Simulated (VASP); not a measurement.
# Ge2Sb2Te5 (P-3m1) in VASP: further runs

Runs on Ge2Sb2Te5. Level: revPBE+D3(BJ). Tasks: single point, relaxation of cell and atoms.

Program: VASP 6.6.1. These are calculated values, not measurements. Logs are shortened: lines on timing, memory, paths and dates and some standing lists are left out, and cuts for length are marked.

## (1) The cell of the first run

Symmetry: P-3m1, No. 164, trigonal system. Conventional cell: a = 4.197 Å, b = 4.197 Å, c = 16.691 Å, α = 90.00°, β = 90.00°, γ = 120.00°. Te (site symmetry 3m) has 3 Sb at 2.98 Å and 3 Te at 3.53 Å within 3.9 Å. Within 3.9 Å of Te (site symmetry 3m) lie 3 Ge at 2.93 Å and 3 Sb at 3.14 Å. Te (site symmetry -3m) has 6 Ge at 2.95 Å within 3.9 Å. Sb (site symmetry 3m) has 6 Te at 2.98 to 3.14 Å within 3.9 Å. Ge (site symmetry 3m) has 6 Te at 2.93 to 2.95 Å within 3.9 Å.

## (2) Single point, revPBE+D3(BJ)

Input file INCAR:

```
SYSTEM = Ge2Sb2Te5
PREC = Accurate
ENCUT = 520
EDIFF = 1E-6
ISMEAR = -1
SIGMA = 0.05
LREAL = .False.
LASPH = .True.
NELM = 80
ALGO = Normal
ISIF = 2
LWAVE = .False.
LCHARG = .False.
GGA = RE
IVDW = 12
NBANDS = 44
```

Input file KPOINTS:

```
regular mesh
0
Gamma
  7 7 2
  0 0 0
```

Input file POSCAR:

```
Ge2Sb2Te5
1.0
    4.1972041270      0.0000000000      0.0000000000
   -2.0986020635      3.6348853989      0.0000000000
    0.0000000000      0.0000000000     16.6911708229
Te Sb Ge
5 2 2
Direct
    0.6666666667      0.3333333333      0.4229235022
    0.3333333333      0.6666666667      0.5770764978
    0.3333333333      0.6666666667      0.1996097318
    0.6666666667      0.3333333333      0.8003902682
    0.0000000000      0.0000000000      0.0000000000
    0.0000000000      0.0000000000      0.3190743121
    0.0000000000      0.0000000000      0.6809256879
    0.6666666667      0.3333333333      0.1009461261
    0.3333333333      0.6666666667      0.8990538739
```

Potentials or basis: VASP PAW PBE potentials, release 64 (Te, Sb, Ge_d).

Command:

```
> cat potpaw_PBE.64/Te/POTCAR potpaw_PBE.64/Sb/POTCAR potpaw_PBE.64/Ge_d/POTCAR > POTCAR
> mpirun -np 1 vasp_std > vasp.out
```

OUTCAR:

```text
SYSTEM = Ge2Sb2Te5
   PREC = Accurate
   ENCUT = 520
   EDIFF = 1E-6
   ISMEAR = -1
   LREAL = .False.
   LASPH = .True.
   NELM = 80
   ISIF = 2
   GGA = RE
   IVDW = 12
 IVDW          = 12

 ion  position               nearest neighbor table
   1  0.667  0.333  0.423-   6 2.98   6 2.98   6 2.98   2 3.53   2 3.53   2 3.53
   2  0.333  0.667  0.577-   7 2.98   7 2.98   7 2.98   1 3.53   1 3.53   1 3.53
   3  0.333  0.667  0.200-   8 2.93   8 2.93   8 2.93   6 3.14   6 3.14   6 3.14
   4  0.667  0.333  0.800-   9 2.93   9 2.93   9 2.93   7 3.14   7 3.14   7 3.14
   5  0.000  0.000  0.000-   8 2.95   9 2.95   8 2.95   9 2.95   8 2.95   9 2.95
   6  0.000  0.000  0.319-   1 2.98   1 2.98   1 2.98   3 3.14   3 3.14   3 3.14
   7  0.000  0.000  0.681-   2 2.98   2 2.98   2 2.98   4 3.14   4 3.14   4 3.14
   8  0.667  0.333  0.101-   3 2.93   3 2.93   3 2.93   5 2.95   5 2.95   5 2.95
   9  0.333  0.667  0.899-   4 2.93   4 2.93   4 2.93   5 2.95   5 2.95   5 2.95

  LATTYP: Found a hexagonal cell.
 ALAT       =     4.1972041270
 C/A-ratio  =     3.9767355406

  Lattice vectors:

 A1 = (   4.1972041270,   0.0000000000,   0.0000000000)
 A2 = (  -2.0986020635,   3.6348853989,   0.0000000000)
 A3 = (   0.0000000000,   0.0000000000,  16.6911708229)

Analysis of symmetry for initial positions (statically):
=====================================================================
 Subroutine PRICEL returns:
 Original cell was already a primitive cell.

 Routine SETGRP: Setting up the symmetry group for a
 hexagonal supercell.

 Subroutine GETGRP returns: Found 12 space group operations
 (whereof 12 operations were pure point group operations)
 out of a pool of 24 trial point group operations.

The static configuration has the point symmetry D_3d.

Analysis of symmetry for dynamics (positions and initial velocities):
=====================================================================
 Subroutine PRICEL returns:
 Original cell was already a primitive cell.

 Routine SETGRP: Setting up the symmetry group for a
 hexagonal supercell.

 Subroutine GETGRP returns: Found 12 space group operations
 (whereof 12 operations were pure point group operations)
 out of a pool of 24 trial point group operations.

The dynamic configuration has the point symmetry D_3d.

 Subroutine INISYM returns: Found 12 space group operations
 (whereof 12 operations are pure point group operations),
 and found     1 'primitive' translations

----------------------------------------------------------------------------------------

                                     Primitive cell

  volume of cell :     254.6464

  direct lattice vectors                    reciprocal lattice vectors
     4.197204127  0.000000000  0.000000000     0.238253840  0.137555919  0.000000000
    -2.098602064  3.634885399  0.000000000     0.000000000  0.275111837  0.000000000
     0.000000000  0.000000000 16.691170823     0.000000000  0.000000000  0.059911915

  length of vectors
     4.197204127  4.197204127 16.691170823     0.275111837  0.275111837  0.059911915

  position of ions in fractional coordinates (direct lattice)
     0.666666667  0.333333333  0.422923502
     0.333333333  0.666666667  0.577076498
     0.333333333  0.666666667  0.199609732
     0.666666667  0.333333333  0.800390268
     0.000000000  0.000000000  0.000000000
     0.000000000  0.000000000  0.319074312
     0.000000000  0.000000000  0.680925688
     0.666666667  0.333333333  0.100946126
     0.333333333  0.666666667  0.899053874

  ion indices of the primitive-cell ions
   primitive index   ion index
                 1           1
                 2           2
                 3           3
                 4           4
                 5           5
                 6           6
                 7           7
                 8           8
                 9           9

----------------------------------------------------------------------------------------

 KPOINTS: regular mesh

Automatic generation of k-mesh.
 Grid dimensions read from file:
 generate k-points for:    7    7    2

 Generating k-lattice:

  Cartesian coordinates                     Fractional coordinates (reciprocal lattice)
     0.034036263  0.019650846  0.000000000     0.142857143  0.000000000  0.000000000
     0.000000000  0.039301691  0.000000000     0.000000000  0.142857143  0.000000000
     0.000000000  0.000000000  0.029955957     0.000000000  0.000000000  0.500000000

  Length of vectors
     0.039301691  0.039301691  0.029955957

  Shift w.r.t. Gamma in fractional coordinates (k-lattice)
     0.000000000  0.000000000  0.000000000

 Subroutine IBZKPT returns following result:
 ===========================================

 Found     16 irreducible k-points:

 Following reciprocal coordinates:
            Coordinates               Weight
  0.000000  0.000000  0.000000      1.000000
  0.142857 -0.000000  0.000000      6.000000
  0.285714  0.000000  0.000000      6.000000
  0.428571  0.000000  0.000000      6.000000
  0.142857  0.142857  0.000000      6.000000
  0.285714  0.142857  0.000000     12.000000
[... 8 lines left out ...]
  0.428571  0.142857  0.500000      6.000000
  0.285714  0.285714  0.500000      6.000000
   k-points           NKPTS =     16   k-points in BZ     NKDIM =     16   number of bands    NBANDS=     44
   number of dos      NEDOS =    301   number of ions     NIONS =      9
   total plane-waves  NPLWV = 129024
   dimension x,y,z NGX =    32 NGY =   32 NGZ =  126
   dimension x,y,z NGXF=    64 NGYF=   64 NGZF=  252
   ions per type =               5   2   2
   NGX,Y,Z   is equivalent  to a cutoff of  12.67, 12.67, 12.55 a.u.
   NGXF,Y,Z  is equivalent  to a cutoff of  25.35, 25.35, 25.10 a.u.
 SYSTEM =  Ge2Sb2Te5
   PREC   = accura    normal or accurate (medium, high low for compatibility)
   ISTART =      0    job   : 0-new  1-cont  2-samecut
   ICHARG =      2    charge: 1-file 2-atom 10-const
   ISPIN  =      1    spin polarized calculation?
   LNONCOLLINEAR =      F non collinear calculations
   LSORBIT =      F    spin-orbit coupling
   LASPH  =      T    aspherical Exc in radial PAW
   ENCUT  =  520.0 eV  38.22 Ry    6.18 a.u.   7.80  7.80 31.03*2*pi/ulx,y,z
   NELM   =     80;   NELMIN=  2; NELMDL= -5     # of ELM steps
   EDIFF  = 0.1E-05   stopping-criterion for ELM
   LREAL  =      F    real-space projection
   EDIFFG = 0.1E-04   stopping-criterion for IOM
   NSW    =      0    number of steps for IOM
   IBRION =     -1    ionic relax: 0-MD 1-quasi-New 2-CG
   NFREE  =      0    steps in history (QN), initial steepest desc. (CG)
   ISIF   =      2    stress and relaxation
   ISYM   =      2    0-nonsym 1-usesym 2-fastsym
   POTIM  = 0.5000    time-step for ionic-motion
   TEBEG  =    0.0;   TEEND  =   0.0 temperature during run
   PSTRESS=    0.0 pullay stress
   NELECT =      68.0000    total number of electrons
   NUPDOWN=      -1.0000    fix difference up-down
   EMIN   =  10.00;   EMAX   =-10.00  energy-range for DOS
   EFERMI =   0.00;   METHOD = LEGACY
   ISMEAR =    -1;   SIGMA  =   0.05  broadening in eV -4-tet -1-fermi 0-gaus
   EFERMI_NEDOS =   21; number of points for ismear=-14 and -15
   IALGO  =     38    algorithm
   IMIX   =      4    mixing-type and parameters
     AMIX     =   0.40;   BMIX     =  1.00
     AMIX_MAG =   1.60;   BMIX_MAG =  1.00
  volume/ion in A,a.u.               =      28.29       190.94
  Fermi-wavevector in a.u.,A,eV,Ry     =   1.054222  1.992190 15.121288  1.111383
  Thomas-Fermi vector in A             =   2.189374
   LORBIT       =      0    0 simple, 1 ext, 2 COOP (PROOUT), +10 PAW based schemes
   GGA     = RE    functional components
   LHFCALC =     F    Hartree Fock is set to
   AEXX    =    0.0000 exact exchange contribution
   IVDW    =    12    specifies the selected vdW correction
   LEPSILON=     F    determine dielectric tensor
   LRPA    =     F    only Hartree local field effects (RPA)
 non-spin polarized calculation
  energy-cutoff  :      520.00
  volume of cell :      254.65
 maximum number of plane-waves:      6926
 NGX is ok and might be reduce to    32
   NGX = 15   NGY = 15   NGZ = 63

 number of electron      68.0000004 magnetization

 Free energy of the ion-electron system (eV)
  ---------------------------------------------------
  ext. energy  EPLUGINS =         0.00000000
  ---------------------------------------------------
  free energy    TOTEN  =       -30.80613590 eV

  energy without entropy =      -30.80280891  energy(sigma->0) =      -30.80447241

 E-fermi :   7.3072     XC(G=0):  -9.6779

 val. band max:        7.1547407894   @ k =   0.0000   0.0000   0.5000
 cond. band min:       7.3357079341   @ k =   0.0000   0.0000   0.0000
 fundamental gap:      0.1809671447
 Fermi energy:         7.3072483553

 k-point     1 :       0.0000    0.0000    0.0000
  band No.  band energies     occupation
      1     -17.8449      2.00000
      2     -17.8449      2.00000
      3     -17.8438      2.00000
      4     -17.8438      2.00000
      5     -17.8378      2.00000
      6     -17.8375      2.00000
[... 36 lines left out ...]
     43       8.9368      0.00000
     44       9.9997      0.00000

 k-point     2 :       0.1429   -0.0000    0.0000
  band No.  band energies     occupation
      1     -17.8456      2.00000
      2     -17.8447      2.00000
      3     -17.8442      2.00000
      4     -17.8435      2.00000
      5     -17.8378      2.00000
      6     -17.8374      2.00000
[... 36 lines left out ...]
     43       9.7965      0.00000
     44      10.2559      0.00000

 k-point     3 :       0.2857    0.0000    0.0000
  band No.  band energies     occupation
      1     -17.8472      2.00000
      2     -17.8453      2.00000
      3     -17.8444      2.00000
      4     -17.8429      2.00000
      5     -17.8382      2.00000
      6     -17.8368      2.00000
[... 600 lines left out ...]
     43      10.7926      0.00000
     44      10.9992      0.00000

 k-point    16 :       0.2857    0.2857    0.5000
  band No.  band energies     occupation
      1     -17.8473      2.00000
      2     -17.8460      2.00000
      3     -17.8451      2.00000
      4     -17.8436      2.00000
      5     -17.8370      2.00000
      6     -17.8369      2.00000
[... 36 lines left out ...]
     43      11.1250      0.00000
     44      11.9495      0.00000

------------------------ aborting loop because EDIFF is reached ----------------------------------------

 Edisp (eV)   -7.59048

 E8    (eV) :    -5.4389

  FORCE on cell =-STRESS in cart. coord.  units (eV):
  Direction    XX          YY          ZZ          XY          YZ          ZX
  --------------------------------------------------------------------------------------
  -------------------------------------------------------------------------------------
  Total      -0.03630    -0.03630    -0.03440     0.00000     0.00000    -0.00000
  in kB      -0.22841    -0.22841    -0.21642     0.00000     0.00000    -0.00000
  external pressure =       -0.22 kB  Pullay stress =        0.00 kB

 VOLUME and BASIS-vectors are now :
 -----------------------------------------------------------------------------
  energy-cutoff  :      520.00
  volume of cell :      254.65
      direct lattice vectors                 reciprocal lattice vectors
     4.197204127  0.000000000  0.000000000     0.238253840  0.137555919  0.000000000
    -2.098602064  3.634885399  0.000000000     0.000000000  0.275111837  0.000000000
     0.000000000  0.000000000 16.691170823     0.000000000  0.000000000  0.059911915

 POSITION                                       TOTAL-FORCE (eV/Angst)
 -----------------------------------------------------------------------------------
      2.09860      1.21163      7.05909        -0.000000     -0.000000      0.019176
     -0.00000      2.42326      9.63208         0.000000      0.000000     -0.019176
     -0.00000      2.42326      3.33172        -0.000000      0.000000      0.012734
      2.09860      1.21163     13.35945         0.000000     -0.000000     -0.012734
      0.00000      0.00000      0.00000         0.000000      0.000000     -0.000000
      0.00000      0.00000      5.32572         0.000000     -0.000000     -0.023389
      0.00000      0.00000     11.36545         0.000000      0.000000      0.023389
      2.09860      1.21163      1.68491         0.000000      0.000000     -0.000183
     -0.00000      2.42326     15.00626         0.000000      0.000000      0.000183
 -----------------------------------------------------------------------------------
    total drift:                               -0.000000      0.000000     -0.000000

  FREE ENERGIE OF THE ION-ELECTRON SYSTEM (eV)
  ---------------------------------------------------
  free  energy   TOTEN  =       -38.3966120074 eV

  energy  without entropy=      -38.3932850222  energy(sigma->0) =      -38.39494851
```

Wall time 2.7 min (1 thread of Intel Xeon 6975P-C (Granite Rapids), shared host); peak memory 0.44 GiB.

Results:

| Item | Value |
| --- | --- |
| Free energy | -38.3966 eV |
| Pressure | 0.0 GPa |
| Largest force | 0.023 eV/Å |
| Band gap on the k mesh | zero (filled and empty bands touch) |
| Dispersion energy per atom | -0.843 eV |

Forces on the atoms (eV/Å):
```
Te   0.000  0.000  0.019
Te   0.000  0.000 -0.019
Te   0.000  0.000  0.013
Te   0.000  0.000 -0.013
Te   0.000  0.000  0.000
Sb   0.000  0.000 -0.023
Sb   0.000  0.000  0.023
Ge   0.000  0.000  0.000
Ge   0.000  0.000  0.000
```

Caveat: the PAW data sets were made with another functional, which shifts forces and pressure a little; spin-orbit coupling is left out, which moves the levels of the heavy elements.

## (3) Relaxation of cell and atoms, revPBE+D3(BJ)

This run uses another cell than the first one, of 30.34 Å³/atom.

Input file INCAR:

```
PREC = Accurate
ENCUT = 600
EDIFF = 1E-7
ISMEAR = -1
SIGMA = 0.05
LREAL = False
LASPH = True
NELM = 100
ALGO = Normal
ISIF = 3
LWAVE = False
LCHARG = False
GGA = RE
IVDW = 12
IBRION = 2
NSW = 60
EDIFFG = -0.01
```

Input file KPOINTS:

```
regular mesh
0
Gamma
  7 7 2
```

Input file POSCAR:

```
Ge2Sb2Te5
1.0
    4.2940644248      0.0000000000      0.0000000000
   -2.1470322124      3.7187688774      0.0000000000
    0.0000000000      0.0000000000     17.1013460000
Te Sb Ge
5 2 2
Direct
    0.6666666667      0.3333333333      0.4198920000
    0.3333333333      0.6666666667      0.5801080000
    0.3333333333      0.6666666667      0.2015420000
    0.6666666667      0.3333333333      0.7984580000
    0.0000000000      0.0000000000      0.0000000000
    0.0000000000      0.0000000000      0.3200680000
    0.0000000000      0.0000000000      0.6799320000
    0.6666666667      0.3333333333      0.1028950000
    0.3333333333      0.6666666667      0.8971050000
```

Potentials or basis: VASP PAW PBE potentials, release 64 (Te, Sb, Ge_d).

Command:

```
> cat potpaw_PBE.64/Te/POTCAR potpaw_PBE.64/Sb/POTCAR potpaw_PBE.64/Ge_d/POTCAR > POTCAR
> mpirun -np 1 vasp_std > vasp.out
```

Run time: 27 min. Hardware: 1 thread of Intel Xeon 6975P-C (Granite Rapids), shared host; peak memory 0.64 GiB.

Results (log left out):

```yaml
Free_energy: -38.3982 eV
Relaxed_volume: 28.27 Å³/atom
Relaxed_cell: a = 4.196 Å, b = 4.196 Å, c = 16.686 Å, α = 90.00°, β = 90.00°, γ = 120.00°
Space_group_after_relaxing_to_0.1_Å: P-3m1 (No. 164)
Energy_gained_by_relaxing: 18.0 meV/atom
Ionic_steps: 13
Pressure_after_relaxing: 0.0 GPa
Largest_force_after_relaxing: 0.006 eV/Å
Band_gap_on_the_k_mesh: zero (filled and empty bands touch)
Dispersion_energy_per_atom: -0.844 eV
```

Forces on the atoms (eV/Å):
```
Te   0.000  0.000  0.003
Te   0.000  0.000 -0.003
Te   0.000  0.000 -0.002
Te   0.000  0.000  0.002
Te   0.000  0.000  0.000
Sb   0.000  0.000  0.005
Sb   0.000  0.000 -0.005
Ge   0.000  0.000 -0.006
Ge   0.000  0.000  0.006
```

Step by step:
| step | energy change (eV) | largest force (eV/Å) | pressure (GPa) | volume (Å³) |
| --- | --- | --- | --- | --- |
| 1 | 0.0000 | 0.2149 | -1.97 | 273.09 |
| 2 | -0.1291 | 0.3284 | -0.30 | 258.58 |
| 3 | -0.1303 | 0.3605 | -0.06 | 257.44 |
| 4 | -0.1464 | 0.2172 | 0.08 | 255.76 |
| 5 | -0.1517 | 0.1658 | 0.23 | 254.16 |
| 6 | -0.1571 | 0.1010 | -0.16 | 255.52 |
| 7 | -0.1574 | 0.1013 | -0.29 | 255.99 |
| 8 | -0.1610 | 0.0475 | -0.10 | 255.03 |
| 9 | -0.1613 | 0.0394 | -0.03 | 254.63 |
| 10 | -0.1616 | 0.0221 | 0.02 | 254.42 |
| 11 | -0.1616 | 0.0125 | 0.06 | 254.30 |
| 12 | -0.1616 | 0.0154 | -0.06 | 254.66 |
| 13 | -0.1617 | 0.0064 | 0.01 | 254.44 |

Final structure:
```
CELL_PARAMETERS angstrom
4.19615 0.00000 0.00000
-2.09807 3.63397 0.00000
0.00000 0.00000 16.68612
ATOMIC_POSITIONS crystal
Te 0.66667 0.33333 0.42307
Te 0.33333 0.66667 0.57693
Te 0.33333 0.66667 0.19977
Te 0.66667 0.33333 0.80023
Te 0.00000 0.00000 0.00000
Sb 0.00000 0.00000 0.31902
Sb 0.00000 0.00000 0.68098
Ge 0.66667 0.33333 0.10106
Ge 0.33333 0.66667 0.89894
```

Levels at points of the mesh, in eV from the Fermi level:
```csv
k point,band 32,band 33,band 34,band 35,band 36,band 37
"(0.00, 0.00, 0.00)",-1.12,-0.87,0.03,0.03,0.05,0.24
"(0.00, 0.00, 0.50)",-1.47,-0.70,-0.15,0.28,0.28,0.39
```

Caveat: the PAW data sets were made with another functional, which shifts forces and pressure a little; spin-orbit coupling is left out, which moves the levels of the heavy elements.

The gap in the log of VASP goes by the Fermi energy; the results here count the filled bands.